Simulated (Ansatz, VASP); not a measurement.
**One calculation of MoS2, two programs**

```
Mo S
1.0
     3.14972    0.00000    0.00000
    -1.57486    2.72774    0.00000
     0.00000    0.00000    6.64754
Mo S
1 2
Direct
  0.00000 0.00000 0.00000
  0.33333 0.66667 0.24131
  0.33333 0.66667 0.76997
```

Change from the starting cell: all S atoms moved +0.037 Å, as atom 2 along Cartesian [0 0 1].

Alike in both runs: task single point; functional PBE; dispersion D3(BJ); k mesh 12 × 12 × 4; occupations gaussian, width 0.05 eV; no spin polarisation.

|  | VASP | Ansatz |
| --- | --- | --- |
| version | VASP 6.6.1 | Ansatz 0.2.0 |
| potentials or method | VASP PAW PBE potentials, release 64 (Mo_sv, S), cutoff 520 eV | scalar-relativistic, plane waves, PAW |
| valence electrons in the cell | 26 | 26 |

```tsv
	VASP	Ansatz	Ansatz less VASP
gap on the k mesh at the Fermi level (eV)	1.19	1.18	-0.011
least direct gap on the mesh (eV)	1.76	1.76	-0.004
pressure (GPa)	0.0	0.1	+0.12
traceless stress, the component that is largest in VASP (GPa)	-0.06	-0.01	+0.046
rms of the force components (eV/Å)	0.467	0.468	+0.0009
```

Atom by atom the forces differ by 0.006 eV/Å (rms over components).
